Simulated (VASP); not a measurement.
Runs of VASP 6.6.1 on AgPt3. The structure is that of space group Pm-3m (No. 221), or close to it. The cells are those of the table. 

```tsv
task	cell	cutoff (eV)	gap on the mesh (eV)	pressure (GPa)
single point	a = 3.913 Å, 4 atoms	520	none	0.6
relaxation of cell and atoms	relaxed from a = 3.911 Å, 4 atoms	600	none	0.0
single point	a = 3.887 Å, 4 atoms	520	none	(a)
single point	a = 3.939 Å, 4 atoms	520	none	-4.3
```

Alike in all rows: level LDA; potentials or basis VASP PAW LDA potentials, release 64 (Ag, Pt); no spin polarisation; k mesh 12 × 12 × 12; smearing fermi-dirac 0.15 eV.

Task: Fill in the values left out.

Result: (a) 6.2.

Caveats: spin-orbit coupling is left out, which moves the levels of the heavy elements.

A k mesh can miss the band edges, and the runs leave out spin-orbit coupling on Ag, Pt.

A gap of «none» marks levels without a gap at the run's occupations.
